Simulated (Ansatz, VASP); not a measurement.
## SnTe in VASP and in Ansatz

Contents of INCAR:

```
SYSTEM = SnTe
PREC = Accurate
ENCUT = 520
EDIFF = 1E-6
ISMEAR = -1
SIGMA = 0.08
LREAL = .FALSE.
LASPH = .TRUE.
NELM = 80
ALGO = Normal
ISIF = 2
LWAVE = .FALSE.
LCHARG = .FALSE.
GGA = PE
NBANDS = 17
```

Contents of KPOINTS:

```
Automatic mesh
0
G
  11 11 11
  0 0 0
```

Contents of POSCAR:

```
SnTe
1.0
    0.0000000000      3.1029896626      3.1029896626
    3.1029896626      0.0000000000      3.1029896626
    3.1029896626      3.1029896626      0.0000000000
Sn Te
1 1
Direct
    0.0000000000      0.0000000000      0.0000000000
    0.5000000000      0.5000000000      0.5000000000
```

Input for Ansatz:

```yaml
crystal:
  lattice:
    - [0.0, 3.1029896626, 3.1029896626]
    - [3.1029896626, 0.0, 3.1029896626]
    - [3.1029896626, 3.1029896626, 0.0]
  atoms:
    - { symbol: Sn, position: [0.0, 0.0, 0.0] }
    - { symbol: Te, position: [0.5, 0.5, 0.5] }
kpoints:
  mp_grid: { grid: [11, 11, 11] }
scf:
  occupations: { method: fermi_dirac, width: 0.08 }
hamiltonian:
  xc: pbe
  pseudopotentials: { kind: all_electron, lapw: { basis_error: 0.00025 } }
output:
  forces: true
  stress: true
  eigenvalues: true
```

Change from the starting cell: volume scaled by 0.95.

Alike in both runs: task single point; functional PBE; k mesh 11 × 11 × 11; occupations fermi-dirac, width 0.08 eV; no spin polarisation.

|  | VASP | Ansatz |
| --- | --- | --- |
| version | VASP 6.6.1 | Ansatz 0.2.0 |
| potentials or method | VASP PAW PBE potentials, release 64 (Sn_d, Te), cutoff 520 eV | all-electron LAPW, scalar-relativistic |

|  | VASP | Ansatz | Ansatz less VASP |
| --- | --- | --- | --- |
| pressure (GPa) | 4.8 | 4.8 | +0.05 |

Ansatz ran all-electron here, and VASP with PAW potentials.

Spin-orbit coupling is off throughout.
